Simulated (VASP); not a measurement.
# HoO (P-6m2) in VASP: notebook

Runs on HoO. Level: PBE. Tasks: single point, relaxation of cell and atoms.

Everything below comes from runs of VASP 6.6.1. Logs are shortened: lines on timing, memory, paths and dates and some standing lists are left out, and cuts for length are marked.

## Step 1: The cell of the first run

It takes space group P-6m2 (No. 187, hexagonal). Conventional cell: a = 3.239 Å, b = 3.239 Å, c = 3.099 Å, α = 90.00°, β = 90.00°, γ = 120.00°. Ho (site symmetry -6m2) has 6 O at 2.43 Å and 8 Ho at 3.10 to 3.24 Å within 3.3 Å. Within 3.3 Å of O (site symmetry -6m2) lie 6 Ho at 2.43 Å and 8 O at 3.10 to 3.24 Å.

## Step 2: Single point, PBE

INCAR reads:

```
  PREC = Accurate
  ENCUT = 600
  EDIFF = 1E-6
  ISMEAR = 0
  SIGMA = 0.2
  LREAL = F
  LASPH = T
  NELM = 200
  ALGO = Normal
  ISIF = 2
  LWAVE = F
  LCHARG = F
  GGA = PE
  NBANDS = 40
  GGA_COMPAT = F
  LMAXMIX = 6
```

KPOINTS reads:

```
Automatic mesh
0
Gamma
  8 6 6
```

POSCAR reads:

```
HoO
1.0
    0.0000000000      0.0000000000      3.0991777797
    6.4780322857     -0.0000000001      0.0000000000
   -3.2390161428      5.6101405260      0.0000000000
Ho O
4 4
Direct
    0.0000000000      0.3333333333      0.1666666667
    0.0000000000      0.3333333333      0.6666666667
    0.0000000000      0.8333333333      0.1666666667
    0.0000000000      0.8333333333      0.6666666667
    0.5000000000      0.5000000000      0.5000000000
    0.5000000000      0.5000000000      1.0000000000
    0.5000000000      1.0000000000      0.5000000000
    0.5000000000      0.0000000000      0.0000000000
```

Potentials or basis: VASP PAW PBE potentials, release 64 (Ho_3, O), 4f in core.

The run is started by

```
$ cat potpaw_PBE.64/Ho_3/POTCAR potpaw_PBE.64/O/POTCAR > POTCAR
$ mpirun -np 1 vasp_std > vasp.out
```

OUTCAR:

```text
PREC = Accurate
   ENCUT = 600
   EDIFF = 1E-6
   ISMEAR = 0
   LREAL = F
   LASPH = T
   NELM = 200
   ISIF = 2
   GGA = PE

 ion  position               nearest neighbor table
   1  0.000  0.333  0.167-   8 2.43   8 2.43   5 2.43   5 2.43   6 2.43   6 2.43   4 3.24   4 3.24
                             3 3.24   3 3.24   2 3.24   2 3.24
   2  0.000  0.333  0.667-   7 2.43   7 2.43   6 2.43   6 2.43   5 2.43   5 2.43   3 3.24   3 3.24
                             4 3.24   4 3.24   1 3.24   1 3.24
   3  0.000  0.833  0.167-   6 2.43   6 2.43   7 2.43   7 2.43   8 2.43   8 2.43   2 3.24   2 3.24
                             1 3.24   1 3.24   4 3.24   4 3.24
   4  0.000  0.833  0.667-   5 2.43   5 2.43   8 2.43   8 2.43   7 2.43   7 2.43   1 3.24   1 3.24
                             2 3.24   2 3.24   3 3.24   3 3.24
   5  0.500  0.500  0.500-   4 2.43   4 2.43   1 2.43   1 2.43   2 2.43   2 2.43
   6  0.500  0.500  0.000-   3 2.43   3 2.43   2 2.43   2 2.43   1 2.43   1 2.43
   7  0.500  0.000  0.500-   2 2.43   2 2.43   3 2.43   3 2.43   4 2.43   4 2.43
   8  0.500  0.000  0.000-   1 2.43   1 2.43   4 2.43   4 2.43   3 2.43   3 2.43

  LATTYP: Found a hexagonal cell.
 ALAT       =     6.4780322857
 C/A-ratio  =     0.4784134507

  Lattice vectors:

 A1 = (   6.4780322857,  -0.0000000001,   0.0000000000)
 A2 = (  -3.2390161428,   5.6101405260,   0.0000000000)
 A3 = (   0.0000000000,   0.0000000000,   3.0991777797)

Analysis of symmetry for initial positions (statically):
=====================================================================
 Subroutine PRICEL returns following result:

  LATTYP: Found a hexagonal cell.
 ALAT       =     3.2390161429
 C/A-ratio  =     0.9568269014

  Lattice vectors:

 A1 = (   3.2390161429,  -0.0000000001,   0.0000000000)
 A2 = (  -1.6195080714,   2.8050702630,   0.0000000000)
 A3 = (   0.0000000000,   0.0000000000,   3.0991777797)

   4 primitive cells build up your supercell.

 Routine SETGRP: Setting up the symmetry group for a
 hexagonal supercell.

 Subroutine GETGRP returns: Found 12 space group operations
 (whereof 12 operations were pure point group operations)
 out of a pool of 24 trial point group operations.

The static configuration has the point symmetry D_3h.

Analysis of symmetry for dynamics (positions and initial velocities):
=====================================================================
 Subroutine PRICEL returns following result:

  LATTYP: Found a hexagonal cell.
 ALAT       =     3.2390161429
 C/A-ratio  =     0.9568269014

  Lattice vectors:

 A1 = (   3.2390161429,  -0.0000000001,   0.0000000000)
 A2 = (  -1.6195080714,   2.8050702630,   0.0000000000)
 A3 = (   0.0000000000,   0.0000000000,   3.0991777797)

   4 primitive cells build up your supercell.

 Routine SETGRP: Setting up the symmetry group for a
 hexagonal supercell.

 Subroutine GETGRP returns: Found 12 space group operations
 (whereof 12 operations were pure point group operations)
 out of a pool of 24 trial point group operations.

The dynamic configuration has the point symmetry D_3h.

 Subroutine INISYM returns: Found 12 space group operations
 (whereof 12 operations are pure point group operations),
 and found     4 'primitive' translations

----------------------------------------------------------------------------------------

                                     Primitive cell

  volume of cell :      28.1581

  direct lattice vectors                    reciprocal lattice vectors
     3.239016143 -0.000000000  0.000000000     0.308735726  0.178248654  0.000000000
    -1.619508071  2.805070263  0.000000000     0.000000000  0.356497309  0.000000000
     0.000000000  0.000000000  3.099177780     0.000000000  0.000000000  0.322666227

  length of vectors
     3.239016143  3.239016143  3.099177780     0.356497309  0.356497309  0.322666227

  position of ions in fractional coordinates (direct lattice)
     0.666666667  0.333333333  0.000000000
     0.000000000  0.000000000  0.500000000

  ion indices of the primitive-cell ions
   primitive index   ion index
                 1           1
                 2           6

----------------------------------------------------------------------------------------

 KPOINTS: Automatic mesh

Automatic generation of k-mesh.
 Grid dimensions read from file:
 generate k-points for:    8    6    6

 Generating k-lattice:

  Cartesian coordinates                     Fractional coordinates (reciprocal lattice)
     0.000000000  0.000000000  0.040333278     0.125000000  0.000000000  0.000000000
     0.025727977  0.014854055  0.000000000     0.000000000  0.166666667 -0.000000000
     0.000000000  0.029708109  0.000000000     0.000000000 -0.000000000  0.166666667

  Length of vectors
     0.040333278  0.029708109  0.029708109

  Shift w.r.t. Gamma in fractional coordinates (k-lattice)
     0.000000000  0.000000000  0.000000000

 Subroutine IBZKPT returns following result:
 ===========================================

 Found     35 irreducible k-points:

 Following reciprocal coordinates:
            Coordinates               Weight
  0.000000  0.000000  0.000000      1.000000
  0.125000  0.000000  0.000000      2.000000
  0.250000  0.000000  0.000000      2.000000
  0.375000  0.000000  0.000000      2.000000
  0.500000  0.000000  0.000000      1.000000
  0.000000  0.166667 -0.000000      6.000000
[... 16 lines left out ...]
  0.250000  0.166667  0.166667     12.000000
  0.375000  0.166667  0.166667     12.000000
 [... further k-points ...]
   k-points           NKPTS =     35   k-points in BZ     NKDIM =     35   number of bands    NBANDS=     40
   number of dos      NEDOS =    301   number of ions     NIONS =      8
   total plane-waves  NPLWV =  81648
   dimension x,y,z NGX =    28 NGY =   54 NGZ =   54
   dimension x,y,z NGXF=    56 NGYF=  108 NGZF=  108
   ions per type =               4   4
   NGX,Y,Z   is equivalent  to a cutoff of  15.02, 13.86, 13.86 a.u.
   NGXF,Y,Z  is equivalent  to a cutoff of  30.04, 27.72, 27.72 a.u.
 SYSTEM =  unknown system
   PREC   = accura    normal or accurate (medium, high low for compatibility)
   ISTART =      0    job   : 0-new  1-cont  2-samecut
   ICHARG =      2    charge: 1-file 2-atom 10-const
   ISPIN  =      1    spin polarized calculation?
   LNONCOLLINEAR =      F non collinear calculations
   LSORBIT =      F    spin-orbit coupling
   LASPH  =      T    aspherical Exc in radial PAW
   ENCUT  =  600.0 eV  44.10 Ry    6.64 a.u.   6.19 12.94 12.94*2*pi/ulx,y,z
   NELM   =    200;   NELMIN=  2; NELMDL= -5     # of ELM steps
   EDIFF  = 0.1E-05   stopping-criterion for ELM
   LREAL  =      F    real-space projection
[... 7 lines left out ...]
   TEBEG  =    0.0;   TEEND  =   0.0 temperature during run
   PSTRESS=    0.0 pullay stress
   NELECT =      60.0000    total number of electrons
   NUPDOWN=      -1.0000    fix difference up-down
   EMIN   =  10.00;   EMAX   =-10.00  energy-range for DOS
   EFERMI =   0.00;   METHOD = LEGACY
   ISMEAR =     0;   SIGMA  =   0.20  broadening in eV -4-tet -1-fermi 0-gaus
   EFERMI_NEDOS =   21; number of points for ismear=-14 and -15
   IALGO  =     38    algorithm
   IMIX   =      4    mixing-type and parameters
     AMIX     =   0.40;   BMIX     =  1.00
     AMIX_MAG =   1.60;   BMIX_MAG =  1.00
  volume/ion in A,a.u.               =      14.08        95.01
  Fermi-wavevector in a.u.,A,eV,Ry     =   1.327101  2.507858 23.962558  1.761198
  Thomas-Fermi vector in A             =   2.456439
   LORBIT       =      0    0 simple, 1 ext, 2 COOP (PROOUT), +10 PAW based schemes
   GGA     = PE    functional components
   LHFCALC =     F    Hartree Fock is set to
   AEXX    =    0.0000 exact exchange contribution
   IVDW    =     0    specifies the selected vdW correction
   LEPSILON=     F    determine dielectric tensor
   LRPA    =     F    only Hartree local field effects (RPA)
 non-spin polarized calculation
 Gauss-broadening in eV      SIGMA  =   0.20
  energy-cutoff  :      600.00
  volume of cell :      112.63
 maximum number of plane-waves:      3798
 NGX is ok and might be reduce to    28

 number of electron      59.9999994 magnetization

 Free energy of the ion-electron system (eV)
  ---------------------------------------------------
  ext. energy  EPLUGINS =         0.00000000
  ---------------------------------------------------
  free energy    TOTEN  =       -58.17824153 eV

  energy without entropy =      -58.05153651  energy(sigma->0) =      -58.11488902

 E-fermi :   6.1025     XC(G=0): -11.6101

 val. band max:        6.1018204997   @ k =   0.2500   0.3333   0.3333
 cond. band min:       6.1045871798   @ k =   0.3750   0.3333   0.1667
 fundamental gap:      0.0027666801
 Fermi energy:         6.1024783935

 k-point     1 :       0.0000    0.0000    0.0000
  band No.  band energies     occupation
      1     -19.3446      2.00000
      2     -19.3446      2.00000
      3     -19.3446      2.00000
      4     -18.0968      2.00000
      5     -18.0968      2.00000
      6     -18.0968      2.00000
[... 32 lines left out ...]
     39      11.3991      0.00000
     40      11.4451      0.00000

 k-point     2 :       0.1250    0.0000    0.0000
  band No.  band energies     occupation
      1     -19.2759      2.00000
      2     -19.2759      2.00000
      3     -19.2759      2.00000
      4     -18.1523      2.00000
      5     -18.0743      2.00000
      6     -18.0743      2.00000
[... 32 lines left out ...]
     39      10.6602      0.00000
     40      10.6613      0.00000

 k-point     3 :       0.2500    0.0000    0.0000
  band No.  band energies     occupation
      1     -19.1008      2.00000
      2     -19.1008      2.00000
      3     -19.1008      2.00000
      4     -18.7947      2.00000
      5     -18.2638      2.00000
      6     -18.2638      2.00000
[... 32 lines left out ...]
     39      10.9566      0.00000
     40      10.9628      0.00000

 k-point     4 :       0.3750    0.0000    0.0000
  band No.  band energies     occupation
      1     -19.3245      2.00000
      2     -18.9099      2.00000
      3     -18.9099      2.00000
      4     -18.9099      2.00000
      5     -18.6605      2.00000
      6     -18.6605      2.00000
[... 32 lines left out ...]
     39      10.6612      0.00000
     40      10.6613      0.00000
[... 772 lines left out ...]
     39       9.8887      0.00000
     40       9.9671      0.00000

 k-point    23 :       0.2500    0.1667    0.1667
  band No.  band energies     occupation
      1     -18.9994      2.00000
      2     -18.9365      2.00000
      3     -18.9365      2.00000
      4     -18.7280      2.00000
      5     -18.3131      2.00000
      6     -18.3131      2.00000
[... 32 lines left out ...]
     39       9.9791      0.00000
     40       9.9927      0.00000

 k-point    24 :       0.3750    0.1667    0.1667
  band No.  band energies     occupation
      1     -19.2174      2.00000
      2     -18.8351      2.00000
      3     -18.8351      2.00000
      4     -18.8122      2.00000
      5     -18.6564      2.00000
      6     -18.6564      2.00000
[... 32 lines left out ...]
     39      11.0445      0.00000
     40      11.1096      0.00000

 [... further k-points ...]

------------------------ aborting loop because EDIFF is reached ----------------------------------------

  FORCE on cell =-STRESS in cart. coord.  units (eV):
  Direction    XX          YY          ZZ          XY          YZ          ZX
  --------------------------------------------------------------------------------------
  -------------------------------------------------------------------------------------
  Total        0.5421892      0.5421892      0.8910782     -0.0000000      0.0000000      0.0000000
  in kB        7.7125524      7.7125524     12.6754405     -0.0000000      0.0000000      0.0000000
  external PRESSURE =       9.3668484 kB  Pullay stress =       0.0000000 kB

 VOLUME and BASIS-vectors are now :
 -----------------------------------------------------------------------------
  energy-cutoff  :      600.00
  volume of cell :      112.63
      direct lattice vectors                 reciprocal lattice vectors
     0.000000000  0.000000000  3.099177780     0.000000000  0.000000000  0.322666227
     6.478032286 -0.000000000  0.000000000     0.154367863  0.089124327  0.000000000
    -3.239016143  5.610140526  0.000000000     0.000000000  0.178248654  0.000000000

 POSITION                                       TOTAL-FORCE (eV/Angst)
 -----------------------------------------------------------------------------------
      1.61951      0.93502      0.00000        -0.000000     -0.000000     -0.000000
     -0.00000      3.74009      0.00000         0.000000      0.000000     -0.000000
      4.85852      0.93502      0.00000        -0.000000      0.000000     -0.000000
      3.23902      3.74009      0.00000         0.000000      0.000000     -0.000000
      1.61951      2.80507      1.54959        -0.000000     -0.000000      0.000000
      3.23902     -0.00000      1.54959        -0.000000      0.000000     -0.000000
     -1.61951      2.80507      1.54959        -0.000000      0.000000      0.000000
      0.00000      0.00000      1.54959        -0.000000     -0.000000     -0.000000
 -----------------------------------------------------------------------------------
    total drift:                                0.000000     -0.000000      0.000000

  FREE ENERGIE OF THE ION-ELECTRON SYSTEM (eV)
  ---------------------------------------------------
  free  energy   TOTEN  =       -58.1782415323 eV

  energy  without entropy=      -58.0515365070  energy(sigma->0) =      -58.11488902
```

It took 2.2 min on 1 thread of AMD EPYC 9R45 (Zen 5), shared host; peak memory 0.32 GiB.

What came out:

```
Free energy            : -58.1782 eV
Pressure               : 0.9 GPa
Band gap on the k mesh : zero (bands 30 and 31 overlap by 1.99 eV)
```

Stress tensor (GPa, compression positive):
```
0.77 0.00 0.00
0.00 0.77 0.00
0.00 0.00 1.27
```

Levels at points of the mesh, in eV from the Fermi level:
| k point | band 26 | band 27 | band 28 | band 29 | band 30 | band 31 | band 32 | band 33 | band 34 | band 35 |
| --- | --- | --- | --- | --- | --- | --- | --- | --- | --- | --- |
| (0.00, 0.00, 0.00) | -4.63 | -4.63 | -4.40 | -2.12 | -1.40 | -1.40 | -1.40 | -0.15 | 3.10 | 3.10 |
| (0.50, 0.00, 0.00) | -5.81 | -4.90 | -4.90 | 0.56 | 0.56 | 0.56 | 1.65 | 1.98 | 1.98 | 2.71 |
| (0.00, 0.50, 0.00) | -4.92 | -4.85 | -4.85 | -0.99 | -0.99 | 0.03 | 0.03 | 1.71 | 1.71 | 1.98 |
| (0.50, 0.50, 0.00) | -5.39 | -4.83 | -4.83 | 0.05 | 0.05 | 0.75 | 0.75 | 2.54 | 2.54 | 3.15 |

Caveat: spin-orbit coupling is left out, which moves the levels of the heavy elements; the 4f electrons are frozen in the core, so they carry no moment and show no levels; the run has no spin polarisation, though such a crystal can be magnetic. Spin polarisation is off, so any magnetic state and its effect on volume and gap are missing.

## Step 3: Relaxation of cell and atoms, PBE

This run uses another cell than the first one: it holds 2 atoms, not 8.

INCAR reads:

```
PREC = Accurate
ENCUT = 600
EDIFF = 1E-7
ISMEAR = 0
SIGMA = 0.1
LREAL = F
LASPH = T
NELM = 200
ALGO = Normal
ISIF = 3
LWAVE = F
LCHARG = F
GGA = PE
IBRION = 2
NSW = 100
EDIFFG = -0.01
GGA_COMPAT = F
NELMIN = 4
LMAXMIX = 6
```

KPOINTS reads:

```
Automatic mesh
0
Gamma
  18 18 18
```

POSCAR reads:

```
HoO
1.0
    3.2503725897      0.0000000000      0.0000000000
   -1.6251862948      2.8149052344      0.0000000000
    0.0000000000      0.0000000000      3.0790710724
Ho O
1 1
Direct
    0.6666666667      0.3333333333      0.0000000000
    0.0000000000      0.0000000000      0.5000000000
```

Potentials or basis: VASP PAW PBE potentials, release 64 (Ho_3, O), 4f in core.

The run is started by

```
$ cat potpaw_PBE.64/Ho_3/POTCAR potpaw_PBE.64/O/POTCAR > POTCAR
$ mpirun -np 1 vasp_std > vasp.out
```

It took 3.3 min on 1 thread of AMD EPYC 9R45 (Zen 5), shared host; peak memory 0.28 GiB.

Results (log left out):

| Item | Value |
| --- | --- |
| Free energy | -14.5326 eV |
| Relaxed volume | 14.17 Å³/atom |
| Relaxed cell | a = 3.246 Å, b = 3.246 Å, c = 3.105 Å, α = 90.00°, β = 90.00°, γ = 120.00° |
| Space group after relaxing (to 0.1 Å) | P-6m2 (No. 187) |
| Energy gained by relaxing | 0.8 meV/atom |
| Ionic steps | 4 |
| Pressure after relaxing | 0.0 GPa |
| Band gap on the k mesh | zero (an odd number of electrons rules out a gap without spin polarisation) |

The path:
```csv
step,energy change (eV),largest force (eV/Å),pressure (GPa),volume (Å³)
1,0.0000,0.0000,0.87,28.17
2,-0.0012,0.0000,-0.68,28.49
3,-0.0014,0.0000,-0.31,28.41
4,-0.0016,0.0000,0.03,28.34
```

Final structure:
```
Ho O
1.0
     3.24600    0.00000    0.00000
    -1.62300    2.81112    0.00000
     0.00000    0.00000    3.10526
Ho O
1 1
Direct
  0.66667 0.33333 0.00000
  0.00000 0.00000 0.50000
```

Levels at points of the mesh, in eV from the Fermi level:
```tsv
k point	band 5	band 6	band 7	band 8	band 9	band 10
(0.00, 0.00, 0.00)	-5.12	-5.12	-4.40	-2.12	-0.17	3.55
(0.50, 0.00, 0.00)	-7.10	-5.37	-4.62	-1.39	3.07	5.25
(0.00, 0.00, 0.50)	-7.68	-4.88	-4.88	1.63	1.97	1.97
(0.50, 0.00, 0.50)	-6.42	-5.98	-5.78	0.54	2.68	6.10
```

Caveat: spin-orbit coupling is left out, which moves the levels of the heavy elements; the 4f electrons are frozen in the core, so they carry no moment and show no levels; an odd number of electrons without spin polarisation forces a metal; a magnetic or distorted state may lie lower; the run has no spin polarisation, though such a crystal can be magnetic. With open d or f shells a metallic result of PBE can be an artefact of self-interaction; +U or a hybrid may open a gap.
